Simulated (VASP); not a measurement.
# AlN in VASP: relaxation of the atoms with LDA

Aim: the relaxation of the atoms of AlN with LDA.

Everything below comes from runs of VASP 6.6.1. Logs are shortened: lines on timing, memory, paths and dates and some standing lists are left out, and cuts for length are marked.

## (1) The cell of the first run

The cell holds a slab with vacuum, 8 atoms: a = 3.089 Å, b = 4.943 Å, c = 17.566 Å, α = 90.00°, β = 90.00°, γ = 90.00°.

## (2) Relaxation of the atoms, LDA

Input file INCAR:

```
SYSTEM = AlN
PREC = Accurate
ENCUT = 520
EDIFF = 1E-6
ISMEAR = 0
SIGMA = 0.05
LREAL = .FALSE.
LASPH = .TRUE.
NELM = 60
ALGO = Normal
ISIF = 2
LWAVE = .FALSE.
LCHARG = .FALSE.
LDIPOL = .TRUE.
IDIPOL = 3
DIPOL = 0.5 0.5 0.500
GGA = CA
IBRION = 2
NSW = 70
EDIFFG = -0.03
```

Input file KPOINTS:

```
regular mesh
0
G
  9 6 1
  0 0 0
```

Input file POSCAR:

```
AlN
1.0
    3.0886572978      0.0000000000      0.0000000000
    0.0000000000      4.9430255636      0.0000000000
    0.0000000000      0.0000000000     17.5664742446
Al N
4 4
Selective dynamics
Direct
    0.0000000000      0.9984939568      0.3984863384  F F F
    0.5000000000      0.4984939568      0.4492431692  F F F
    0.5000000000      0.9984939568      0.5507568308  T T T
    0.0000000000      0.4984939568      0.6015136616  T T T
    0.0000000000      0.6165060432      0.3984863384  F F F
    0.5000000000      0.1165060432      0.4492431692  F F F
    0.5000000000      0.6165060432      0.5507568308  T T T
    0.0000000000      0.1165060432      0.6015136616  T T T
```

Potentials or basis: VASP PAW LDA potentials, release 64 (Al, N).

Started as:

```sh
$ cat potpaw_LDA.64/Al/POTCAR potpaw_LDA.64/N/POTCAR > POTCAR
$ mpirun -np 1 vasp_std > vasp.out
```

OUTCAR:

```text
SYSTEM = AlN
   PREC = Accurate
   ENCUT = 520
   EDIFF = 1E-6
   ISMEAR = 0
   LREAL = .FALSE.
   LASPH = .TRUE.
   NELM = 60
   ISIF = 2
   GGA = CA
   IBRION = 2
   NSW = 70
   EDIFFG = -0.03

 ion  position               nearest neighbor table
   1  0.000  0.998  0.398-   6 1.88   6 1.88   5 1.89   2 3.05   2 3.05   2 3.05   2 3.05   3 3.09
                             3 3.09
   2  0.500  0.498  0.449-   7 1.88   5 1.88   5 1.88   6 1.89   3 3.05   3 3.05   1 3.05   1 3.05
                             1 3.05   1 3.05   4 3.09   4 3.09
   3  0.500  0.998  0.551-   6 1.88   8 1.88   8 1.88   7 1.89   2 3.05   2 3.05   4 3.05   4 3.05
                             4 3.05   4 3.05   1 3.09   1 3.09
   4  0.000  0.498  0.602-   7 1.88   7 1.88   8 1.89   3 3.05   3 3.05   3 3.05   3 3.05   2 3.09
                             2 3.09
   5  0.000  0.617  0.398-   2 1.88   2 1.88   1 1.89
   6  0.500  0.117  0.449-   3 1.88   1 1.88   1 1.88   2 1.89
   7  0.500  0.617  0.551-   2 1.88   4 1.88   4 1.88   3 1.89
   8  0.000  0.117  0.602-   3 1.88   3 1.88   4 1.89

  LATTYP: Found a simple orthorhombic cell.
 ALAT       =     3.0886572978
 B/A-ratio  =     1.6003800639
 C/A-ratio  =     5.6874144817

  Lattice vectors:

 A1 = (   3.0886572978,   0.0000000000,   0.0000000000)
 A2 = (   0.0000000000,   4.9430255636,   0.0000000000)
 A3 = (   0.0000000000,   0.0000000000,  17.5664742446)

Analysis of symmetry for initial positions (statically):
=====================================================================
 Subroutine PRICEL returns:
 Original cell was already a primitive cell.

 Routine SETGRP: Setting up the symmetry group for a
 simple orthorhombic supercell.

 Subroutine GETGRP returns: Found  4 space group operations
 (whereof  2 operations were pure point group operations)
 out of a pool of  8 trial point group operations.

The static configuration has the point symmetry C_1h.
 The point group associated with its full space group is C_2v.

Analysis of symmetry for dynamics (positions and initial velocities):
=====================================================================
 Subroutine PRICEL returns:
 Original cell was already a primitive cell.

 Routine SETGRP: Setting up the symmetry group for a
 simple orthorhombic supercell.

 Subroutine GETGRP returns: Found  4 space group operations
 (whereof  2 operations were pure point group operations)
 out of a pool of  8 trial point group operations.

The dynamic configuration has the point symmetry C_1h.
 The point group associated with its full space group is C_2v.

Analysis of constrained symmetry for selective dynamics:
=====================================================================
 Subroutine PRICEL returns:
 Original cell was already a primitive cell.

 Routine SETGRP: Setting up the symmetry group for a
 simple orthorhombic supercell.

 Subroutine GETGRP returns: Found  2 space group operations
 (whereof  2 operations were pure point group operations)
 out of a pool of  8 trial point group operations.

The constrained configuration has the point symmetry C_1h.

 Subroutine INISYM returns: Found  2 space group operations
 (whereof  2 operations are pure point group operations),
 and found     1 'primitive' translations

----------------------------------------------------------------------------------------

                                     Primitive cell

  volume of cell :     268.1928

  direct lattice vectors                    reciprocal lattice vectors
     3.088657298  0.000000000  0.000000000     0.323765282  0.000000000  0.000000000
     0.000000000  4.943025564  0.000000000     0.000000000  0.202305245  0.000000000
     0.000000000  0.000000000 17.566474245     0.000000000  0.000000000  0.056926620

  length of vectors
     3.088657298  4.943025564 17.566474245     0.323765282  0.202305245  0.056926620

  position of ions in fractional coordinates (direct lattice)
     0.000000000  0.998493957  0.398486338
     0.500000000  0.498493957  0.449243169
     0.500000000  0.998493957  0.550756831
     0.000000000  0.498493957  0.601513662
     0.000000000  0.616506043  0.398486338
     0.500000000  0.116506043  0.449243169
     0.500000000  0.616506043  0.550756831
     0.000000000  0.116506043  0.601513662

  ion indices of the primitive-cell ions
   primitive index   ion index
                 1           1
                 2           2
                 3           3
                 4           4
                 5           5
                 6           6
                 7           7
                 8           8

----------------------------------------------------------------------------------------

 KPOINTS: regular mesh

Automatic generation of k-mesh.
 Grid dimensions read from file:
 generate k-points for:    9    6    1

 Generating k-lattice:

  Cartesian coordinates                     Fractional coordinates (reciprocal lattice)
     0.035973920  0.000000000  0.000000000     0.111111111  0.000000000  0.000000000
     0.000000000  0.033717541  0.000000000     0.000000000  0.166666667  0.000000000
     0.000000000  0.000000000  0.056926620     0.000000000  0.000000000  1.000000000

  Length of vectors
     0.035973920  0.033717541  0.056926620

  Shift w.r.t. Gamma in fractional coordinates (k-lattice)
     0.000000000  0.000000000  0.000000000

 Subroutine IBZKPT returns following result:
 ===========================================

 Found     20 irreducible k-points:

 Following reciprocal coordinates:
            Coordinates               Weight
  0.000000  0.000000  0.000000      1.000000
  0.111111  0.000000  0.000000      2.000000
  0.222222  0.000000  0.000000      2.000000
  0.333333  0.000000  0.000000      2.000000
  0.444444  0.000000  0.000000      2.000000
  0.000000  0.166667  0.000000      2.000000
[... 12 lines left out ...]
  0.333333  0.500000  0.000000      2.000000
  0.444444  0.500000  0.000000      2.000000
   k-points           NKPTS =     20   k-points in BZ     NKDIM =     20   number of bands    NBANDS=     21
   number of dos      NEDOS =    301   number of ions     NIONS =      8
   total plane-waves  NPLWV = 134400
   dimension x,y,z NGX =    24 NGY =   40 NGZ =  140
   dimension x,y,z NGXF=    48 NGYF=   80 NGZF=  280
   ions per type =               4   4
   NGX,Y,Z   is equivalent  to a cutoff of  12.92, 13.45, 13.25 a.u.
   NGXF,Y,Z  is equivalent  to a cutoff of  25.84, 26.91, 26.50 a.u.
 SYSTEM =  AlN
   PREC   = accura    normal or accurate (medium, high low for compatibility)
   ISTART =      0    job   : 0-new  1-cont  2-samecut
   ICHARG =      2    charge: 1-file 2-atom 10-const
   ISPIN  =      1    spin polarized calculation?
   LNONCOLLINEAR =      F non collinear calculations
   LSORBIT =      F    spin-orbit coupling
   LASPH  =      T    aspherical Exc in radial PAW
   ENCUT  =  520.0 eV  38.22 Ry    6.18 a.u.   5.74  9.19 32.66*2*pi/ulx,y,z
   NELM   =     60;   NELMIN=  2; NELMDL= -5     # of ELM steps
   EDIFF  = 0.1E-05   stopping-criterion for ELM
   LREAL  =      F    real-space projection
   EDIFFG = -.3E-01   stopping-criterion for IOM
   NSW    =     70    number of steps for IOM
   IBRION =      2    ionic relax: 0-MD 1-quasi-New 2-CG
   NFREE  =      1    steps in history (QN), initial steepest desc. (CG)
   ISIF   =      2    stress and relaxation
   ISYM   =      2    0-nonsym 1-usesym 2-fastsym
   POTIM  = 0.5000    time-step for ionic-motion
   TEBEG  =    0.0;   TEEND  =   0.0 temperature during run
   PSTRESS=    0.0 pullay stress
   NELECT =      32.0000    total number of electrons
   NUPDOWN=      -1.0000    fix difference up-down
   EMIN   =  10.00;   EMAX   =-10.00  energy-range for DOS
   EFERMI =   0.00;   METHOD = LEGACY
   ISMEAR =     0;   SIGMA  =   0.05  broadening in eV -4-tet -1-fermi 0-gaus
   EFERMI_NEDOS =   21; number of points for ismear=-14 and -15
   IALGO  =     38    algorithm
   IMIX   =      4    mixing-type and parameters
     AMIX     =   0.40;   BMIX     =  1.00
     AMIX_MAG =   1.60;   BMIX_MAG =  1.00
  volume/ion in A,a.u.               =      33.52       226.23
  Fermi-wavevector in a.u.,A,eV,Ry     =   0.805952  1.523028  8.837778  0.649558
  Thomas-Fermi vector in A             =   1.914293
   LORBIT       =      0    0 simple, 1 ext, 2 COOP (PROOUT), +10 PAW based schemes
   GGA     = CA    functional components
   LHFCALC =     F    Hartree Fock is set to
   AEXX    =    0.0000 exact exchange contribution
   IVDW    =     0    specifies the selected vdW correction
   LEPSILON=     F    determine dielectric tensor
   LRPA    =     F    only Hartree local field effects (RPA)
 conjugate gradient relaxation of ions
 non-spin polarized calculation
 Gauss-broadening in eV      SIGMA  =   0.05
  energy-cutoff  :      520.00
  volume of cell :      268.19
 maximum number of plane-waves:      7242
 NGX is ok and might be reduce to    24
   NGX = 11   NGY = 19   NGZ = 65

--------------------------------------- Ionic step        1  -------------------------------------------

 number of electron      31.9999996 magnetization

 dipolmoment           0.000000      0.000000     -0.000000 electrons x Angstroem

 Free energy of the ion-electron system (eV)
  ---------------------------------------------------
  ext. energy  EPLUGINS =         0.00000000
  ---------------------------------------------------
  free energy    TOTEN  =       -60.07120398 eV

  energy without entropy =      -60.07120398  energy(sigma->0) =      -60.07120398

------------------------ aborting loop because EDIFF is reached ----------------------------------------

  FORCE on cell =-STRESS in cart. coord.  units (eV):
  Direction    XX          YY          ZZ          XY          YZ          ZX
  --------------------------------------------------------------------------------------
  -------------------------------------------------------------------------------------
  Total       -0.3310714     -8.4941993     -3.0766875      0.0000000      0.0000024      0.0000000
  in kB       -1.9778124    -50.7441343    -18.3800541      0.0000000      0.0000145      0.0000000
  external PRESSURE =     -23.7006669 kB  Pullay stress =       0.0000000 kB
[... 107 lines left out ...]
  FREE ENERGIE OF THE ION-ELECTRON SYSTEM (eV)
  ---------------------------------------------------
  free  energy   TOTEN  =       -60.5345394123 eV

  energy  without entropy=      -60.5345394123  energy(sigma->0) =      -60.53453941

[... ionic steps 4 to 22 ...]

--------------------------------------- Ionic step       23  -------------------------------------------

 number of electron      31.9999997 magnetization

------------------------ aborting loop because EDIFF is reached ----------------------------------------
[... 39 lines left out ...]
 number of electron      31.9999997 magnetization

------------------------ aborting loop because EDIFF is reached ----------------------------------------

 vacuum level on the upper side and lower side of the slab       (xc-potential included)        -0.001        -0.283

  FORCE on cell =-STRESS in cart. coord.  units (eV):
  Direction    XX          YY          ZZ          XY          YZ          ZX
  --------------------------------------------------------------------------------------
  -------------------------------------------------------------------------------------
  Total        2.5918878     -2.2179072     -2.7819146      0.0000000      0.7671472      0.0000000
  in kB       15.4838727    -13.2497221    -16.6190882      0.0000000      4.5829181      0.0000000
  external PRESSURE =      -4.7949792 kB  Pullay stress =       0.0000000 kB
[... 29 lines left out ...]
--------------------------------------- Ionic step       25  -------------------------------------------

 number of electron      31.9999997 magnetization

 dipolmoment           0.000000      0.000000      0.023083 electrons x Angstroem

 Free energy of the ion-electron system (eV)
  ---------------------------------------------------
  ext. energy  EPLUGINS =         0.00000000
  ---------------------------------------------------
  free energy    TOTEN  =       -60.58879512 eV

  energy without entropy =      -60.58879512  energy(sigma->0) =      -60.58879512

 E-fermi :  -1.4955     XC(G=0):  -4.3939

 val. band max:       -1.7102362244   @ k =   0.0000   0.0000   0.0000
 cond. band min:      -0.2228639969   @ k =   0.0000   0.0000   0.0000
 fundamental gap:      1.4873722275
 Fermi energy:        -1.4954872122

 k-point     1 :       0.0000    0.0000    0.0000
  band No.  band energies     occupation
      1     -16.9643      2.00000
      2     -15.7176      2.00000
      3     -14.3918      2.00000
      4     -13.6609      2.00000
      5      -7.7864      2.00000
      6      -6.9470      2.00000
[... 469 lines left out ...]
     20       3.8882      0.00000
     21       4.2559      0.00000

------------------------ aborting loop because EDIFF is reached ----------------------------------------

 vacuum level on the upper side and lower side of the slab       (xc-potential included)         0.098        -0.215

  FORCE on cell =-STRESS in cart. coord.  units (eV):
  Direction    XX          YY          ZZ          XY          YZ          ZX
  --------------------------------------------------------------------------------------
  -------------------------------------------------------------------------------------
  Total        2.6348025     -2.2577583     -2.7703634      0.0000000      0.7569366      0.0000000
  in kB       15.7402441    -13.4877918    -16.5500818      0.0000000      4.5219202      0.0000000
  external PRESSURE =      -4.7658765 kB  Pullay stress =       0.0000000 kB
[... 23 lines left out ...]
  FREE ENERGIE OF THE ION-ELECTRON SYSTEM (eV)
  ---------------------------------------------------
  free  energy   TOTEN  =       -60.5887951201 eV

  energy  without entropy=      -60.5887951201  energy(sigma->0) =      -60.58879512

 reached required accuracy - stopping structural energy minimisation

 vacuum level on the upper side and lower side of the slab         3.768         3.486
```

Run time: 49 min. Hardware: 1 thread of Intel Xeon 8259CL, shared host; peak memory 0.33 GiB.

What came out:

- Free energy: -60.5888 eV
- Energy gained by relaxing: 64.7 meV/atom
- Ionic steps: 25
- Band gap on the k mesh: 1.49 eV

The path:
| step | energy change (eV) | largest force on free atoms (eV/Å) | pressure (GPa) |
| --- | --- | --- | --- |
| 1 | 0.0000 | 2.6527 | -2.37 |
| 2 | -0.4453 | 0.9596 | -1.32 |
| 3 | -0.4633 | 0.8645 | -0.99 |
| 4 | -0.4895 | 0.7021 | -0.88 |
| 5 | -0.4936 | 0.4773 | -0.92 |
| 6 | -0.5031 | 0.3551 | -0.77 |
| 7 | -0.5032 | 0.3752 | -0.75 |
| 8 | -0.5105 | 0.1436 | -0.62 |
| 9 | -0.5113 | 0.2052 | -0.56 |
| 10 | -0.5131 | 0.1780 | -0.56 |
| 11 | -0.5131 | 0.1834 | -0.56 |
| 12 | -0.5144 | 0.1389 | -0.51 |
| 13 | -0.5144 | 0.1330 | -0.51 |
| 14 | -0.5155 | 0.0769 | -0.47 |
| 15 | -0.5157 | 0.0964 | -0.44 |
| 16 | -0.5163 | 0.0776 | -0.43 |
| 17 | -0.5163 | 0.0887 | -0.42 |
| 18 | -0.5166 | 0.0847 | -0.40 |
| 19 | -0.5166 | 0.0666 | -0.40 |
| 20 | -0.5170 | 0.0639 | -0.41 |
| 21 | -0.5170 | 0.0691 | -0.41 |
| 22 | -0.5174 | 0.0419 | -0.44 |
| 23 | -0.5175 | 0.0556 | -0.48 |
| 24 | -0.5175 | 0.0503 | -0.48 |
| 25 | -0.5176 | 0.0151 | -0.48 |

Final structure:
```
Al N
1.0
     3.08866    0.00000    0.00000
     0.00000    4.94303    0.00000
     0.00000    0.00000   17.56647
Al N
4 4
Direct
  0.00000 0.99849 0.39849
  0.50000 0.49849 0.44924
  0.50000 0.99298 0.55626
  0.00000 0.46608 0.58890
  0.00000 0.61651 0.39849
  0.50000 0.11651 0.44924
  0.50000 0.61513 0.55486
  0.00000 0.11247 0.59843
```
